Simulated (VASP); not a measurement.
# Si5O12 (P1) in VASP: a series of runs

The runs below take Si5O12 through single point, relaxation of cell and atoms, with PBE.

Program: VASP 6.6.1. These are calculated values, not measurements. Logs are shortened: lines on timing, memory, paths and dates and some standing lists are left out, and cuts for length are marked.

### Step 1. The cell of the first run

The typed cell holds 17 atoms: a = 5.378 Å, b = 4.836 Å, c = 9.120 Å, α = 90.04°, β = 101.37°, γ = 90.16°.

### Step 2. Single point, PBE (atoms taken out)

INCAR reads:

```
SYSTEM = Si5O12
PREC = Accurate ; ENCUT = 520
EDIFF = 1E-6 ; ISMEAR = 0
SIGMA = 0.02 ; LREAL = Auto
LASPH = .TRUE. ; NELM = 60
ALGO = Normal ; ISIF = 2
LWAVE = .FALSE. ; LCHARG = .FALSE.
GGA = PE ; NBANDS = 60
```

KPOINTS reads:

```
Automatic mesh
0
G
  4 5 3
  0 0 0
```

POSCAR reads:

```
Si5O12
1.0
   -3.1326740000      4.3716500000     -0.0068030000
    0.0016230000     -0.0076840000      4.8355080000
    8.3150160000      3.7463770000     -0.0038450000
Si O
5 12
Direct
    0.7719708119      0.0024199629      0.7600223964
    0.9095490973      0.6796879300      0.4997073848
    0.5776182073      0.6929563404      0.9991624603
    0.7389958648      0.2567510727      0.2465567576
    0.2654956672      0.3645817329      0.7338410477
    0.4155973337      0.9193817166      0.0845795810
    0.7559148569      0.7681527730      0.6291784492
    0.4990980861      0.0306867296      0.2358124778
    0.0278260051      0.1841475972      0.7682363699
    0.7252360174      0.4361471311      0.0946093156
    0.1749891841      0.5329935676      0.5772218058
    0.9987567715      0.0531638616      0.2782549668
    0.5124117237      0.1823309479      0.7200447401
    0.7333580395      0.4777389220      0.3802574437
    0.3436556591      0.5829769944      0.8717626123
    0.9751501104      0.9908254486      0.4346668789
    0.7862518650      0.8506716120      0.9212635751
```

Potentials or basis: VASP PAW PBE potentials, release 64 (Si, O).

The run is started by

```bash
> cat potpaw_PBE.64/Si/POTCAR potpaw_PBE.64/O/POTCAR > POTCAR
> mpirun -np 1 vasp_std > vasp.out
```

OUTCAR:

```text
SYSTEM = Si5O12
   PREC = Accurate
   ENCUT = 520
   EDIFF = 1E-6
   ISMEAR = 0
   LREAL = Auto
   LASPH = .TRUE.
   NELM = 60
   ISIF = 2
   GGA = PE

 ion  position               nearest neighbor table
   1  0.772  0.002  0.760-   9 1.62  13 1.63  17 1.63   7 1.63   3 3.00   2 3.05
   2  0.910  0.680  0.500-  14 1.62   7 1.63  11 1.63  16 1.68   5 2.99   1 3.05   4 3.08
   3  0.578  0.693  0.999-  15 1.62  17 1.63  10 1.63   6 1.68   1 3.00   4 3.09   5 3.09
   4  0.739  0.257  0.247-  10 1.62  14 1.63   8 1.68  12 1.69  16 2.32   2 3.08   3 3.09
   5  0.265  0.365  0.734-  13 1.62   9 1.63  15 1.63  11 1.63   2 2.99   3 3.09
   6  0.416  0.919  0.085-   8 1.47   3 1.68
   7  0.756  0.768  0.629-   2 1.63   1 1.63
   8  0.499  0.031  0.236-   6 1.47   4 1.68
   9  0.028  0.184  0.768-   1 1.62   5 1.63
  10  0.725  0.436  0.095-   4 1.62   3 1.63
  11  0.175  0.533  0.577-   2 1.63   5 1.63
  12  0.999  0.053  0.278-  16 1.49   4 1.69
  13  0.512  0.182  0.720-   5 1.62   1 1.63
  14  0.733  0.478  0.380-   2 1.62   4 1.63
  15  0.344  0.583  0.872-   3 1.62   5 1.63
  16  0.975  0.991  0.435-  12 1.49   2 1.68   4 2.32
  17  0.786  0.851  0.921-   3 1.63   1 1.63

  LATTYP: Found a triclinic cell.
 ALAT       =     5.3781982479
 B/A-ratio  =     1.7907772153
 C/A-ratio  =     0.8990955994
 COS(alpha) =     0.0022643949
 COS(beta)  =     0.0027520985
 COS(gamma) =     0.3717240119

  Lattice vectors:

 A1 = (  -3.1326740000,   4.3716500000,  -0.0068030000)
 A2 = (   5.1823420000,   8.1180270000,  -0.0106480000)
 A3 = (  -0.0016230000,   0.0076840000,  -4.8355080000)

Analysis of symmetry for initial positions (statically):
=====================================================================
 Subroutine PRICEL returns:
 Original cell was already a primitive cell.

 Routine SETGRP: Setting up the symmetry group for a
 triclinic supercell.

 Subroutine GETGRP returns: Found  1 space group operations
 (whereof  1 operations were pure point group operations)
 out of a pool of  2 trial point group operations.

The static configuration has the point symmetry C_1 .

Analysis of symmetry for dynamics (positions and initial velocities):
=====================================================================
 Subroutine PRICEL returns:
 Original cell was already a primitive cell.

 Routine SETGRP: Setting up the symmetry group for a
 triclinic supercell.

 Subroutine GETGRP returns: Found  1 space group operations
 (whereof  1 operations were pure point group operations)
 out of a pool of  2 trial point group operations.

The dynamic configuration has the point symmetry C_1 .

 Subroutine INISYM returns: Found  1 space group operations
 (whereof  1 operations are pure point group operations),
 and found     1 'primitive' translations

----------------------------------------------------------------------------------------

                                     Primitive cell

  volume of cell :     232.5222

  direct lattice vectors                    reciprocal lattice vectors
    -3.132674000  4.371650000 -0.006803000    -0.077909148  0.172918254  0.000300930
     0.001623000 -0.007684000  4.835508000    -0.000037319  0.000295078  0.206803986
     8.315016000  3.746377000 -0.003845000     0.090912164  0.065146722  0.000073009

  length of vectors
     5.378198248  4.835514378  9.120024479     0.189659296  0.206804200  0.111844188

  position of ions in fractional coordinates (direct lattice)
     0.771970812  0.002419963  0.760022396
     0.909549097  0.679687930  0.499707385
     0.577618207  0.692956340  0.999162460
     0.738995865  0.256751073  0.246556758
     0.265495667  0.364581733  0.733841048
     0.415597334  0.919381717  0.084579581
[... 9 lines left out ...]
     0.975150110  0.990825449  0.434666879
     0.786251865  0.850671612  0.921263575

  ion indices of the primitive-cell ions
   primitive index   ion index
                 1           1
                 2           2
                 3           3
                 4           4
                 5           5
                 6           6
[... 9 lines left out ...]
                16          16
                17          17

----------------------------------------------------------------------------------------

 KPOINTS: Automatic mesh

Automatic generation of k-mesh.
 Grid dimensions read from file:
 generate k-points for:    4    5    3

 Generating k-lattice:

  Cartesian coordinates                     Fractional coordinates (reciprocal lattice)
    -0.019477287  0.043229563  0.000075233     0.250000000  0.000000000 -0.000000000
    -0.000007464  0.000059016  0.041360797     0.000000000  0.200000000 -0.000000000
     0.030304055  0.021715574  0.000024336     0.000000000 -0.000000000  0.333333333

  Length of vectors
     0.047414824  0.041360840  0.037281396

  Shift w.r.t. Gamma in fractional coordinates (k-lattice)
     0.000000000  0.000000000  0.000000000

 Subroutine IBZKPT returns following result:
 ===========================================

 Found     31 irreducible k-points:

 Following reciprocal coordinates:
            Coordinates               Weight
  0.000000  0.000000  0.000000      1.000000
  0.250000 -0.000000  0.000000      2.000000
  0.500000 -0.000000  0.000000      1.000000
  0.000000  0.200000  0.000000      2.000000
  0.250000  0.200000 -0.000000      2.000000
  0.500000  0.200000  0.000000      2.000000
[... 16 lines left out ...]
 -0.250000  0.400000  0.333333      2.000000
  0.000000 -0.400000  0.333333      2.000000
 [... further k-points ...]
   k-points           NKPTS =     31   k-points in BZ     NKDIM =     31   number of bands    NBANDS=     60
   number of dos      NEDOS =    301   number of ions     NIONS =     17
   total plane-waves  NPLWV = 100800
   dimension x,y,z NGX =    40 NGY =   36 NGZ =   70
   dimension x,y,z NGXF=    80 NGYF=   72 NGZF=  140
   ions per type =               5  12
   NGX,Y,Z   is equivalent  to a cutoff of  12.36, 12.38, 12.76 a.u.
   NGXF,Y,Z  is equivalent  to a cutoff of  24.73, 24.75, 25.52 a.u.
 SYSTEM =  Si5O12
   PREC   = accura    normal or accurate (medium, high low for compatibility)
   ISTART =      0    job   : 0-new  1-cont  2-samecut
   ICHARG =      2    charge: 1-file 2-atom 10-const
   ISPIN  =      1    spin polarized calculation?
   LNONCOLLINEAR =      F non collinear calculations
   LSORBIT =      F    spin-orbit coupling
   LASPH  =      T    aspherical Exc in radial PAW
   ENCUT  =  520.0 eV  38.22 Ry    6.18 a.u.  10.00  8.99 16.96*2*pi/ulx,y,z
   NELM   =     60;   NELMIN=  2; NELMDL= -5     # of ELM steps
   EDIFF  = 0.1E-05   stopping-criterion for ELM
   LREAL  =      T    real-space projection
   EDIFFG = 0.1E-04   stopping-criterion for IOM
   NSW    =      0    number of steps for IOM
   IBRION =     -1    ionic relax: 0-MD 1-quasi-New 2-CG
   NFREE  =      0    steps in history (QN), initial steepest desc. (CG)
   ISIF   =      2    stress and relaxation
   ISYM   =      2    0-nonsym 1-usesym 2-fastsym
   POTIM  = 0.5000    time-step for ionic-motion
   TEBEG  =    0.0;   TEEND  =   0.0 temperature during run
   PSTRESS=    0.0 pullay stress
   NELECT =      92.0000    total number of electrons
   NUPDOWN=      -1.0000    fix difference up-down
   EMIN   =  10.00;   EMAX   =-10.00  energy-range for DOS
   EFERMI =   0.00;   METHOD = LEGACY
   ISMEAR =     0;   SIGMA  =   0.02  broadening in eV -4-tet -1-fermi 0-gaus
   EFERMI_NEDOS =   21; number of points for ismear=-14 and -15
   IALGO  =     38    algorithm
   IMIX   =      4    mixing-type and parameters
     AMIX     =   0.40;   BMIX     =  1.00
     AMIX_MAG =   1.60;   BMIX_MAG =  1.00
  volume/ion in A,a.u.               =      13.68        92.30
  Fermi-wavevector in a.u.,A,eV,Ry     =   1.201847  2.271162 19.652758  1.444437
  Thomas-Fermi vector in A             =   2.337645
   LORBIT       =      0    0 simple, 1 ext, 2 COOP (PROOUT), +10 PAW based schemes
   GGA     = PE    functional components
   LHFCALC =     F    Hartree Fock is set to
   AEXX    =    0.0000 exact exchange contribution
   IVDW    =     0    specifies the selected vdW correction
   LEPSILON=     F    determine dielectric tensor
   LRPA    =     F    only Hartree local field effects (RPA)
 non-spin polarized calculation
 Gauss-broadening in eV      SIGMA  =   0.02
  energy-cutoff  :      520.00
  volume of cell :      232.52
 maximum number of plane-waves:      6293
   NGX = 19   NGY = 17   NGZ = 33

 number of electron      92.0000004 magnetization

 Free energy of the ion-electron system (eV)
  ---------------------------------------------------
  ext. energy  EPLUGINS =         0.00000000
  ---------------------------------------------------
  free energy    TOTEN  =      -124.34364702 eV

  energy without entropy =     -124.34364702  energy(sigma->0) =     -124.34364702

 E-fermi :   1.1955     XC(G=0):  -8.6750

 val. band max:        1.0410021370   @ k =   0.0000   0.4000   0.0000
 cond. band min:       4.5791435563   @ k =  -0.0000  -0.0000   0.3333
 fundamental gap:      3.5381414194
 Fermi energy:         1.1954700403

 k-point     1 :       0.0000    0.0000    0.0000
  band No.  band energies     occupation
      1     -20.6708      2.00000
      2     -20.1727      2.00000
      3     -19.0907      2.00000
      4     -18.2890      2.00000
      5     -18.2199      2.00000
      6     -17.7960      2.00000
[... 50 lines left out ...]
     57      10.1079      0.00000
     58      10.1829      0.00000

 k-point     2 :       0.2500   -0.0000    0.0000
  band No.  band energies     occupation
      1     -20.6507      2.00000
      2     -20.1929      2.00000
      3     -18.9766      2.00000
      4     -18.3778      2.00000
      5     -18.2256      2.00000
      6     -17.8955      2.00000
[... 50 lines left out ...]
     57       9.8670      0.00000
     58      10.1352      0.00000
[... 1279 lines left out ...]
     57      10.1184      0.00000
     58      10.3754      0.00000

 k-point    24 :       0.0000   -0.4000    0.3333
  band No.  band energies     occupation
      1     -20.5878      2.00000
      2     -20.1501      2.00000
      3     -18.8530      2.00000
      4     -18.6358      2.00000
      5     -18.4313      2.00000
      6     -17.7967      2.00000
[... 50 lines left out ...]
     57       9.9944      0.00000
     58      10.2538      0.00000

 [... further k-points ...]

 [bands above 58 left out]

------------------------ aborting loop because EDIFF is reached ----------------------------------------

  FORCE on cell =-STRESS in cart. coord.  units (eV):
  Direction    XX          YY          ZZ          XY          YZ          ZX
  --------------------------------------------------------------------------------------
  -------------------------------------------------------------------------------------
  Total        0.7896202      0.0592894      0.2542940      0.2618325      0.0599521      0.0249565
  in kB        5.4408204      0.4085291      1.7521945      1.8041381      0.4130954      0.1719612
  external PRESSURE =       2.5338480 kB  Pullay stress =       0.0000000 kB

 VOLUME and BASIS-vectors are now :
 -----------------------------------------------------------------------------
  energy-cutoff  :      520.00
  volume of cell :      232.52
      direct lattice vectors                 reciprocal lattice vectors
    -3.132674000  4.371650000 -0.006803000    -0.077909148  0.172918254  0.000300930
     0.001623000 -0.007684000  4.835508000    -0.000037319  0.000295078  0.206803986
     8.315016000  3.746377000 -0.003845000     0.090912164  0.065146722  0.000073009

 POSITION                                       TOTAL-FORCE (eV/Angst)
 -----------------------------------------------------------------------------------
      3.90127      6.22210      0.00353        -0.004431     -0.011727      0.022811
      1.30686      5.84310      3.27853         0.012400     -0.026582     -0.013513
      6.49969      6.26306      3.34302        -0.014157      0.009414     -0.013450
     -0.26449      4.15235      1.23555         0.003596     -0.019054      0.044145
      5.27078      3.90710      1.75831         0.016956      0.012099     -0.022514
     -0.59716      2.12665      4.44253        -0.101312     -0.115362     -0.061459
[... 9 lines left out ...]
      0.56104      5.88383      4.78284         0.134910      0.058651     -0.015259
      5.19863      6.88208      4.10454         0.009416      0.002502      0.005737
 -----------------------------------------------------------------------------------
    total drift:                               -0.000195      0.003718      0.002629

  FREE ENERGIE OF THE ION-ELECTRON SYSTEM (eV)
  ---------------------------------------------------
  free  energy   TOTEN  =      -124.3436470236 eV

  energy  without entropy=     -124.3436470236  energy(sigma->0) =     -124.34364702
```

Wall time 4.8 min (1 thread of Intel Xeon 6975P-C (Granite Rapids), shared host); peak memory 0.45 GiB.

What came out:

```yaml
Free_energy: -124.3436 eV
Pressure: 0.3 GPa
Largest_force: 0.179 eV/Å
Band_gap_on_the_k_mesh: 3.54 eV (least direct gap 3.65 eV)
```

Forces on the atoms (eV/Å):
```
Si  -0.004 -0.012  0.023
Si   0.012 -0.027 -0.014
Si  -0.014  0.009 -0.013
Si   0.004 -0.019  0.044
Si   0.017  0.012 -0.023
O   -0.101 -0.115 -0.061
O   -0.004  0.013 -0.002
O    0.138  0.099  0.055
O   -0.008 -0.007  0.000
O    0.026 -0.005  0.012
O   -0.013  0.003  0.010
O   -0.175 -0.011  0.002
O    0.001  0.013 -0.004
O    0.004 -0.002 -0.005
O   -0.027 -0.012 -0.015
O    0.135  0.059 -0.015
O    0.009  0.003  0.006
```

Caveat: the cell differs from its parent crystal (atoms taken out); an odd mesh through Γ misses points on the zone boundary, where band edges can lie.

### Step 3. Relaxation of cell and atoms, PBE (atoms taken out)

INCAR reads:

```
PREC     = Accurate       # precision mode
ENCUT    = 600            # plane-wave cutoff, eV
EDIFF    = 1E-6           # SCF threshold, eV
ISMEAR   = 0              # smearing method
SIGMA    = 0.1            # smearing width, eV
LREAL    = Auto         
LASPH    = T              # aspherical terms in the spheres
NELM     = 80             # most SCF steps
ALGO     = Normal         # electronic algorithm
ISIF     = 3              # what is computed and relaxed
LWAVE    = F              # write WAVECAR
LCHARG   = F              # write CHGCAR
GGA      = PE             # functional
IBRION   = 2              # ionic algorithm
NSW      = 45             # ionic steps
EDIFFG   = -0.04          # ionic threshold
ISYM     = 0
```

KPOINTS reads:

```
regular mesh
0
Gamma
  3 4 2
```

POSCAR: that of step 2 with these lines changed.

```diff
@@ -2,5 +2,5 @@
 1.0
-   -3.1326740000      4.3716500000     -0.0068030000
-    0.0016230000     -0.0076840000      4.8355080000
-    8.3150160000      3.7463770000     -0.0038450000
+   -3.1326736989      4.3716496764     -0.0068029612
+    0.0016232672     -0.0076838500      4.8355083361
+    8.3150162412      3.7463765316     -0.0038447612
 Si O
```

Potentials or basis: VASP PAW PBE potentials, release 64 (Si, O).

The run is started by

```bash
> cat potpaw_PBE.64/Si/POTCAR potpaw_PBE.64/O/POTCAR > POTCAR
> mpirun -np 1 vasp_std > vasp.out
```

Run time: 40 min. Hardware: 1 thread of Oxide Virtual Turin-like, shared host; peak memory 0.44 GiB.

Results (log left out):

```yaml
Free_energy: -124.3838 eV
Relaxed_volume: 13.67 Å³/atom
Relaxed_cell: a = 5.371 Å, b = 4.834 Å, c = 9.134 Å, α = 90.02°, β = 101.54°, γ = 90.15°
Space_group_after_relaxing_to_0.1_Å: P1 (No. 1)
Energy_gained_by_relaxing: 0.1 meV/atom
Ionic_steps: 9
Pressure_after_relaxing: 0.0 GPa
Largest_force_after_relaxing: 0.032 eV/Å
Band_gap_on_the_k_mesh: 3.44 eV (least direct gap 3.57 eV)
```

Forces in eV/Å, atoms in the order of the input:
```
Si   0.004  0.006 -0.007
Si   0.007 -0.001 -0.013
Si  -0.009  0.006 -0.013
Si  -0.002  0.000  0.016
Si  -0.006  0.005  0.006
O   -0.005 -0.009  0.005
O   -0.028 -0.009 -0.014
O   -0.015 -0.006 -0.006
O   -0.002  0.001 -0.006
O    0.018  0.007  0.009
O   -0.012 -0.019  0.014
O    0.012  0.002  0.003
O   -0.002 -0.011 -0.006
O    0.004 -0.003  0.007
O    0.007  0.017  0.021
O    0.007  0.001 -0.002
O    0.022  0.012 -0.013
```

Step by step:
```csv
step,energy change (eV),largest force (eV/Å),pressure (GPa),volume (Å³)
1,0.0000,0.1681,0.03,232.52
2,0.0008,0.2689,-0.13,232.61
3,-0.0014,0.0527,-0.04,232.56
4,-0.0017,0.0996,0.00,232.46
5,-0.0018,0.0565,-0.02,232.50
6,-0.0021,0.0465,0.02,232.40
7,-0.0021,0.0470,0.02,232.40
8,-0.0022,0.0424,0.01,232.37
9,-0.0022,0.0321,0.01,232.38
```

Final structure:
```yaml
crystal:
  lattice:
    - [-3.13611, 4.36006, -0.00629]
    - [0.00230, -0.00661, 4.83446]
    - [8.33246, 3.74241, -0.00186]
  atoms:
    - { symbol: Si, position: [0.77208, 0.00213, 0.76003] }
    - { symbol: Si, position: [0.90907, 0.67991, 0.49974] }
    - { symbol: Si, position: [0.57771, 0.69326, 0.99907] }
    - { symbol: Si, position: [0.73915, 0.25679, 0.24670] }
    - { symbol: Si, position: [0.26544, 0.36430, 0.73378] }
    - { symbol: O, position: [0.41489, 0.91922, 0.08417] }
    - { symbol: O, position: [0.75622, 0.76814, 0.62932] }
    - { symbol: O, position: [0.49879, 0.03070, 0.23619] }
    - { symbol: O, position: [0.02777, 0.18418, 0.76807] }
    - { symbol: O, position: [0.72506, 0.43652, 0.09501] }
    - { symbol: O, position: [0.17515, 0.53296, 0.57733] }
    - { symbol: O, position: [0.99971, 0.05285, 0.27798] }
    - { symbol: O, position: [0.51247, 0.18219, 0.72012] }
    - { symbol: O, position: [0.73308, 0.47771, 0.38017] }
    - { symbol: O, position: [0.34373, 0.58267, 0.87138] }
    - { symbol: O, position: [0.97520, 0.99124, 0.43492] }
    - { symbol: O, position: [0.78636, 0.85083, 0.92119] }
```

Levels at points of the mesh, in eV from the valence-band top:
| k point | band 42 | band 43 | band 44 | band 45 | band 46 | band 47 | band 48 | band 49 | band 50 | band 51 |
| --- | --- | --- | --- | --- | --- | --- | --- | --- | --- | --- |
| (0.00, 0.00, 0.00) | -1.20 | -1.02 | -0.92 | -0.38 | -0.09 | 3.58 | 3.86 | 4.86 | 6.71 | 7.13 |
| (0.00, 0.50, 0.00) | -1.28 | -1.09 | -0.93 | -0.42 | 0.00 | 3.68 | 3.91 | 6.61 | 6.85 | 7.73 |
| (0.00, 0.00, 0.50) | -1.20 | -1.02 | -0.82 | -0.38 | -0.14 | 3.44 | 3.80 | 5.70 | 5.81 | 7.26 |
| (0.00, 0.50, 0.50) | -1.24 | -1.11 | -0.83 | -0.44 | -0.04 | 3.65 | 3.92 | 6.78 | 6.98 | 7.34 |

Caveat: the cell differs from its parent crystal (atoms taken out); an odd mesh through Γ misses points on the zone boundary, where band edges can lie.
